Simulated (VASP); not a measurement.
Set up this calculation in VASP 6.6.1, as the native input.

```
Task                   : single point
Functional             : PBEsol
Potentials or basis    : VASP PAW PBE potentials, release 64 (Sb, Ti_sv, O)
Cutoff                 : 520 eV
k mesh                 : 4 × 4 × 4
Occupations            : fermi-dirac, width 0.1 eV
Spin                   : no spin polarisation
Hubbard terms          : Ti d U = 7.39 eV, J = 0.63 eV
Dipole correction      : no
LDAUTYPE               : 1
Hund's J               : 0.63
Further INCAR settings : ALGO = Normal; EDIFF = 1e-07; NBANDS = 46
```

The structure of TiSbO3 lies in POSCAR:

```
TiSbO3
1.0
    2.6012920437     -1.9178405343     -4.7792419372
    0.0000000000      3.2318454570     -4.7792427274
    2.7545140964      1.3914050508      4.4232528772
Sb Ti O
2 2 6
Direct
    0.3642510284      0.3642510284      0.0927530851
    0.6357489716      0.6357489716      0.9072469149
    0.1232323424      0.1232323424      0.3696970273
    0.8767676576      0.8767676576      0.6303029727
    0.5409543984      1.0101790795      0.7535355706
    0.2024020927      0.5409543984      0.7535355706
    1.0101790795      0.2024020927      0.7535355706
    0.4590456016     -0.0101790795      0.2464644294
    0.7975979073      0.4590456016      0.2464644294
   -0.0101790795      0.7975979073      0.2464644294
```

These files were run (other wordings do the same):

INCAR

```
  PREC = Accurate
  ENCUT = 520
  EDIFF = 1E-7
  ISMEAR = -1
  SIGMA = 0.1
  LREAL = F
  LASPH = T
  NELM = 150
  ALGO = Normal
  ISIF = 2
  LWAVE = F
  LCHARG = F
  LMAXMIX = 4
  LDAU = T
  LDAUTYPE = 1
  LDAUL = -1 2 -1
  LDAUU = 0 7.39 0
  LDAUJ = 0 0.63 0
  LDAUPRINT = 1
  GGA = PS
  NBANDS = 46
```

KPOINTS

```
regular mesh
0
Gamma
  4 4 4
```

Potentials or basis: VASP PAW PBE potentials, release 64 (Sb, Ti_sv, O).

Command:

```console
$ cat potpaw_PBE.64/Sb/POTCAR potpaw_PBE.64/Ti_sv/POTCAR potpaw_PBE.64/O/POTCAR > POTCAR
$ mpirun -np 1 vasp_std > vasp.out
```

Results of the run:

```
Pressure               : 1.3 GPa
Largest force          : 0.200 eV/Å
Band gap on the k mesh : 0.26 eV, indirect (least direct gap 0.29 eV)
```

Caveat: the PAW data sets were made with another functional, which shifts forces and pressure a little; spin-orbit coupling is left out, which moves the levels of the heavy elements.

Run time: 66 s on 1 thread of Intel(R) Xeon(R) 6975P-C (Granite Rapids), on a shared host, peak memory 0.31 GiB.
